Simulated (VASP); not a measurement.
# Ga3As3CO in VASP: further runs

The runs below take Ga3As3CO through single point, with PBE+D3(BJ).

All numbers are computed with VASP 6.6.1; they aren't measurements. Logs are shortened: lines on timing, memory, paths and dates and some standing lists are left out, and cuts for length are marked.

## Step 1: The cell of the first run

The cell holds a slab with vacuum, 8 atoms: a = 4.014 Å, b = 5.676 Å, c = 23.335 Å, α = 90.00°, β = 90.00°, γ = 90.00°.

## Step 2: Single point, PBE+D3(BJ)

File INCAR:

```
PREC = Accurate
ENCUT = 520
EDIFF = 1E-6
ISMEAR = 0
SIGMA = 0.05
LREAL = False
LASPH = True
NELM = 100
ALGO = Normal
ISIF = 2
LWAVE = False
LCHARG = False
LDIPOL = True
IDIPOL = 3
DIPOL = 0.5 0.5 0.323
GGA = PE
IVDW = 12
NBANDS = 42
```

File KPOINTS:

```
regular mesh
0
Gamma
  7 5 1
```

File POSCAR:

```
Ga3As3CO
1.0
    4.0137031111      0.0000000000      0.0000000000
    0.0000000000      5.6762333751      0.0000000000
    0.0000000000      0.0000000000     23.3352699083
Ga As O C
3 3 1 1
Direct
    0.5000000000      0.5000000000      0.1714143447
    0.0000000000      0.0653835255      0.2680035048
    0.5000000000      0.4894639609      0.3228546357
    0.0000000000      0.2500000000      0.1714143447
    0.5000000000      0.8102208698      0.2504948966
    0.0000000000      0.2887573198      0.3593388866
    0.0000000000      0.2887573198      0.4964703624
    0.0000000000      0.2887573198      0.5457519865
```

Potentials or basis: VASP PAW PBE potentials, release 64 (Ga_d, As, O, C).

Launch:

```console
$ cat potpaw_PBE.64/Ga_d/POTCAR potpaw_PBE.64/As/POTCAR potpaw_PBE.64/O/POTCAR potpaw_PBE.64/C/POTCAR > POTCAR
$ mpirun -np 1 vasp_std > vasp.out
```

OUTCAR:

```text
PREC = Accurate
   ENCUT = 520
   EDIFF = 1E-6
   ISMEAR = 0
   LREAL = False
   LASPH = True
   NELM = 100
   ISIF = 2
   GGA = PE
   IVDW = 12
 IVDW          = 12

 ion  position               nearest neighbor table
   1  0.500  0.500  0.171-   4 2.46   4 2.46   5 2.55
   2  0.000  0.065  0.268-   6 2.48   4 2.49   5 2.51   5 2.51
   3  0.500  0.489  0.323-   6 2.46   6 2.46   5 2.48
   4  0.000  0.250  0.171-   1 2.46   1 2.46   2 2.49
   5  0.500  0.810  0.250-   3 2.48   2 2.51   2 2.51   1 2.55
   6  0.000  0.289  0.359-   3 2.46   3 2.46   2 2.48
   7  0.000  0.289  0.496-   8 1.15
   8  0.000  0.289  0.546-   7 1.15

  LATTYP: Found a simple orthorhombic cell.
 ALAT       =     4.0137031111
 B/A-ratio  =     1.4142135624
 C/A-ratio  =     5.8139003465

  Lattice vectors:

 A1 = (   4.0137031111,   0.0000000000,   0.0000000000)
 A2 = (   0.0000000000,   5.6762333751,   0.0000000000)
 A3 = (   0.0000000000,   0.0000000000,  23.3352699083)

Analysis of symmetry for initial positions (statically):
=====================================================================
 Subroutine PRICEL returns:
 Original cell was already a primitive cell.

 Routine SETGRP: Setting up the symmetry group for a
 simple orthorhombic supercell.

 Subroutine GETGRP returns: Found  2 space group operations
 (whereof  2 operations were pure point group operations)
 out of a pool of  8 trial point group operations.

The static configuration has the point symmetry C_1h.

Analysis of symmetry for dynamics (positions and initial velocities):
=====================================================================
 Subroutine PRICEL returns:
 Original cell was already a primitive cell.

 Routine SETGRP: Setting up the symmetry group for a
 simple orthorhombic supercell.

 Subroutine GETGRP returns: Found  2 space group operations
 (whereof  2 operations were pure point group operations)
 out of a pool of  8 trial point group operations.

The dynamic configuration has the point symmetry C_1h.

 Subroutine INISYM returns: Found  2 space group operations
 (whereof  2 operations are pure point group operations),
 and found     1 'primitive' translations

----------------------------------------------------------------------------------------

                                     Primitive cell

  volume of cell :     531.6408

  direct lattice vectors                    reciprocal lattice vectors
[... 98 lines left out ...]
   NUPDOWN=      -1.0000    fix difference up-down
   EMIN   =  10.00;   EMAX   =-10.00  energy-range for DOS
   EFERMI =   0.00;   METHOD = LEGACY
   ISMEAR =     0;   SIGMA  =   0.05  broadening in eV -4-tet -1-fermi 0-gaus
   EFERMI_NEDOS =   21; number of points for ismear=-14 and -15
   IALGO  =     38    algorithm
   IMIX   =      4    mixing-type and parameters
     AMIX     =   0.40;   BMIX     =  1.00
     AMIX_MAG =   1.60;   BMIX_MAG =  1.00
  volume/ion in A,a.u.               =      66.46       448.46
  Fermi-wavevector in a.u.,A,eV,Ry     =   0.808342  1.527546  8.890285  0.653418
  Thomas-Fermi vector in A             =   1.917130
   LORBIT       =      0    0 simple, 1 ext, 2 COOP (PROOUT), +10 PAW based schemes
   GGA     = PE    functional components
   LHFCALC =     F    Hartree Fock is set to
   AEXX    =    0.0000 exact exchange contribution
   IVDW    =    12    specifies the selected vdW correction
   LEPSILON=     F    determine dielectric tensor
   LRPA    =     F    only Hartree local field effects (RPA)
 non-spin polarized calculation
 Gauss-broadening in eV      SIGMA  =   0.05
  energy-cutoff  :      520.00
  volume of cell :      531.64
 maximum number of plane-waves:     14367
 NGX is ok and might be reduce to    30
   NGX = 15   NGY = 21   NGZ = 87

 dipolmoment           0.000000      0.000000     -0.002943 electrons x Angstroem

 number of electron      64.0000018 magnetization

 dipolmoment           0.000000      0.000000      0.033812 electrons x Angstroem

 Free energy of the ion-electron system (eV)
  ---------------------------------------------------
  ext. energy  EPLUGINS =         0.00000000
  ---------------------------------------------------
  free energy    TOTEN  =       -37.47669377 eV

  energy without entropy =      -37.47669377  energy(sigma->0) =      -37.47669377

 E-fermi :  -2.0208     XC(G=0):  -3.7991

 val. band max:       -2.2175090527   @ k =   0.0000   0.0000   0.0000
 cond. band min:      -1.8195471159   @ k =   0.4286   0.0000   0.0000
 fundamental gap:      0.3979619368
 Fermi energy:        -2.0208362397

 k-point     1 :       0.0000    0.0000    0.0000
  band No.  band energies     occupation
      1     -26.8027      2.00000
      2     -17.2009      2.00000
      3     -17.1329      2.00000
      4     -17.1196      2.00000
      5     -17.0982      2.00000
      6     -17.0793      2.00000
[... 529 lines left out ...]
     41       2.7721      0.00000
     42       3.1263      0.00000

------------------------ aborting loop because EDIFF is reached ----------------------------------------

 vacuum level on the upper side and lower side of the slab       (xc-potential included)         0.008        -0.248

 Edisp (eV)   -1.26513

 E8    (eV) :    -0.5743

  FORCE on cell =-STRESS in cart. coord.  units (eV):
  Direction    XX          YY          ZZ          XY          YZ          ZX
  --------------------------------------------------------------------------------------
  -------------------------------------------------------------------------------------
  Total      -2.12278    -2.67812     0.01933     0.00000    -0.02171     0.00000
  in kB      -6.39732    -8.07090     0.05824     0.00000    -0.06542     0.00000
  external pressure =       -4.80 kB  Pullay stress =        0.00 kB

 VOLUME and BASIS-vectors are now :
 -----------------------------------------------------------------------------
  energy-cutoff  :      520.00
  volume of cell :      531.64
      direct lattice vectors                 reciprocal lattice vectors
     4.013703111  0.000000000  0.000000000     0.249146480  0.000000000  0.000000000
     0.000000000  5.676233375  0.000000000     0.000000000  0.176173165  0.000000000
     0.000000000  0.000000000 23.335269908     0.000000000  0.000000000  0.042853586

 POSITION                                       TOTAL-FORCE (eV/Angst)
 -----------------------------------------------------------------------------------
      2.00685      2.83812      4.00000         0.000000     -0.322980      1.026450
      0.00000      0.37113      6.25393         0.000000      0.016836      0.003967
      2.00685      2.77831      7.53390         0.000000     -0.006219     -0.023465
      0.00000      1.41906      4.00000         0.000000      0.321146     -1.078277
      2.00685      4.59900      5.84537         0.000000      0.013067     -0.006881
      0.00000      1.63905      8.38527         0.000000     -0.034679     -0.119848
      0.00000      1.63905     11.58527         0.000000      0.018922      0.896752
      0.00000      1.63905     12.73527         0.000000     -0.006093     -0.698697
 -----------------------------------------------------------------------------------
    total drift:                                0.000000     -0.001150      0.000508

  FREE ENERGIE OF THE ION-ELECTRON SYSTEM (eV)
  ---------------------------------------------------
  free  energy   TOTEN  =       -38.7418235556 eV

  energy  without entropy=      -38.7418235553  energy(sigma->0) =      -38.74182356

 vacuum level on the upper side and lower side of the slab         2.631         2.365
```

stdout:

```text
POSCAR found type information on POSCAR GaAsO C
 POSCAR found :  4 types and       8 ions
 scaLAPACK will be used
 LDA part: xc-table for (Slater+PW92), standard interpolation
 POSCAR, INCAR and KPOINTS ok, starting setup
 FFT: planning ... GRIDC
 FFT: planning ... GRID_SOFT
 FFT: planning ... GRID
 WAVECAR not read
 entering main loop
```

It took 11 min on 1 thread of Oxide Virtual Turin-like, shared host; peak memory 0.61 GiB.

What came out:

* Free energy: -38.7418 eV
* Largest force: 1.125 eV/Å
* Band gap on the k mesh: 0.40 eV (least direct gap 0.75 eV)
* Dispersion energy per atom: -0.158 eV

Forces in eV/Å, atoms in the order of the input:
```
Ga   0.000 -0.323  1.026
Ga   0.000  0.017  0.004
Ga   0.000 -0.006 -0.023
As   0.000  0.321 -1.078
As   0.000  0.013 -0.007
As   0.000 -0.035 -0.120
O    0.000  0.019  0.897
C    0.000 -0.006 -0.699
```

## Step 3: Single point, PBE+D3(BJ)

File INCAR:

```
ALGO = Normal ; DIPOL = 0.5 0.5 0.323
EDIFF = 1E-6 ; ENCUT = 520
GGA = PE ; IDIPOL = 3
ISIF = 2 ; ISMEAR = 0
IVDW = 12 ; LASPH = T
LCHARG = F ; LDIPOL = T
LREAL = F ; LWAVE = F
NBANDS = 42 ; NELM = 60
PREC = Accurate ; SIGMA = 0.05
```

File KPOINTS:

```
k-points
0
Gamma
  7 5 1
```

Edit POSCAR of step 2 so:

```diff
@@ -14,3 +14,3 @@
     0.0000000000      0.2887573198      0.3593388866
-    0.0000000000      0.2887573198      0.4964703624
-    0.0000000000      0.2887573198      0.5457519865
+    0.0000000000      0.6220906532      0.4964703624
+    0.0000000000      0.6220906532      0.5457519865
```

Potentials or basis: VASP PAW PBE potentials, release 64 (Ga_d, As, O, C).

Launch:

```console
$ cat potpaw_PBE.64/Ga_d/POTCAR potpaw_PBE.64/As/POTCAR potpaw_PBE.64/O/POTCAR potpaw_PBE.64/C/POTCAR > POTCAR
$ mpirun -np 1 vasp_std > vasp.out
```

It took 9.3 min on 1 thread of Oxide Virtual Turin-like, shared host; peak memory 0.61 GiB.

The run converged. Its results:

| Quantity | Value |
| --- | --- |
| Free energy | -38.8065 eV |
| Largest force | 1.111 eV/Å |
| Band gap on the k mesh | 0.40 eV (least direct gap 0.75 eV) |
| Dispersion energy per atom | -0.158 eV |

Forces on the atoms (eV/Å):
```
Ga   0.000 -0.312  1.032
Ga   0.000 -0.004  0.022
Ga   0.000  0.005  0.013
As   0.000  0.314 -1.066
As   0.000  0.006 -0.015
As   0.000 -0.025  0.030
O    0.000  0.020  0.708
C    0.000 -0.005 -0.724
```

Levels at points of the mesh, in eV from the valence-band top:
| k point | band 29 | band 30 | band 31 | band 32 | band 33 | band 34 | band 35 | band 36 |
| --- | --- | --- | --- | --- | --- | --- | --- | --- |
| (0.00, 0.00, 0.00) | -1.33 | -0.89 | -0.85 | 0.00 | 0.75 | 1.61 | 2.29 | 2.51 |

(Part 1 of 2 ends here.)
